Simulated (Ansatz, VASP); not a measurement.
# Pt in VASP and in Ansatz

```
Pt
1.0
     2.62495    0.03937    0.03937
     0.03937    2.62495    0.03937
     0.03937    0.03937    2.62495
Pt
1
Direct
  0.00000 0.00000 0.00000
```

Change from the starting cell: equal xy, yz and zx shear strains of +3 %, crystal datasets.

Alike in both runs: task electric field gradients; functional PBE; k mesh 12 × 12 × 12; occupations fermi-dirac, width 0.08 eV; no spin polarisation.

|  | VASP | Ansatz |
| --- | --- | --- |
| version | VASP 6.6.1 | Ansatz 0.2.0 |
| potentials or method | VASP PAW PBE potentials, release 64 (Pt), cutoff 520 eV | all-electron PAW with datasets made for the crystal, scalar-relativistic |

VASP gave:

```
pressure (GPa)                                                : -0.5
traceless stress, the component that is largest in VASP (GPa) : -0.18
size of Vzz on the site where it differs most (V/Å²)          : 27.3
```

Q: Estimate Ansatz's values.

A: Pressure (GPa): 0.0; traceless stress, the component that is largest in VASP (GPa): -0.17; size of Vzz on the site where it differs most (V/Å²): 16.7.

Ansatz ran all-electron here, and VASP with PAW potentials.

Spin-orbit coupling is off throughout.
